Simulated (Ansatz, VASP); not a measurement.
## Al2Cu: VASP beside Ansatz

The input INCAR:

```
SYSTEM = Al2Cu
ALGO = Fast
EDIFF = 1E-6
ENCUT = 520
GGA = PS
ISIF = 2
ISMEAR = -1
LASPH = .TRUE.
LCHARG = .FALSE.
LREAL = .FALSE.
LWAVE = .FALSE.
NBANDS = 16
NELM = 100
PREC = Accurate
SIGMA = 0.05
```

KPOINTS

```
k-points
0
G
  9 9 9
  0 0 0
```

File POSCAR:

```
Al2Cu
1.0
   -2.0303375000      2.0303375000      2.8510940000
    2.0303375000     -2.0303375000      2.8510940000
    2.0303375000      2.0303375000     -2.8510940000
Cu Al
1 2
Direct
    0.5041870000      0.4947320000      0.0022620000
    0.2455800000      0.7451240000      0.5011330000
    0.7479760000      0.2497260000      0.5009340000
```

File input.yaml:

```yaml
crystal:
  lattice:
    - [-2.0303375, 2.0303375, 2.851094]
    - [2.0303375, -2.0303375, 2.851094]
    - [2.0303375, 2.0303375, -2.851094]
  atoms:
    - { symbol: Cu, position: [0.504187, 0.494732, 0.002262] }
    - { symbol: Al, position: [0.24558, 0.745124, 0.501133] }
    - { symbol: Al, position: [0.747976, 0.249726, 0.500934] }
kpoints:
  mp_grid: { grid: [9, 9, 9] }
scf:
  occupations: { method: fermi_dirac, width: 0.05 }
hamiltonian:
  xc: pbesol
  pseudopotentials: { kind: all_electron, lapw: { basis_error: 0.001 } }
output:
  forces: true
  stress: true
  eigenvalues: true
  populations: true
```

Change from the starting cell: atoms moved at random, drawn with an rms of 0.05 Å.

Alike in both runs: task single point; functional PBEsol; k mesh 9 × 9 × 9; occupations fermi-dirac, width 0.05 eV; no spin polarisation.

```csv
,VASP,Ansatz
version,VASP 6.6.1,Ansatz 0.2.0
potentials or method,"VASP PAW PBE potentials, release 64 (Cu, Al), cutoff 520 eV","all-electron LAPW, scalar-relativistic"
```

Ansatz gave:

- gap on the k mesh at the Fermi level (eV): none
- pressure (GPa): -0.1
- traceless stress, the component that is largest in VASP (GPa): -0.47
- rms of the force components (eV/Å): 0.101

Q: Which values does VASP return?

A: gap on the k mesh at the Fermi level (eV): none; pressure (GPa): 0.4; traceless stress, the component that is largest in VASP (GPa): -0.48; rms of the force components (eV/Å): 0.101.

VASP's potentials were made for PBE, not for PBEsol. Atom by atom the forces differ by 0.000 eV/Å (rms over components). A gap of «none» marks a metal or a gap that the smearing closes. Ansatz ran all-electron here, and VASP with PAW potentials.
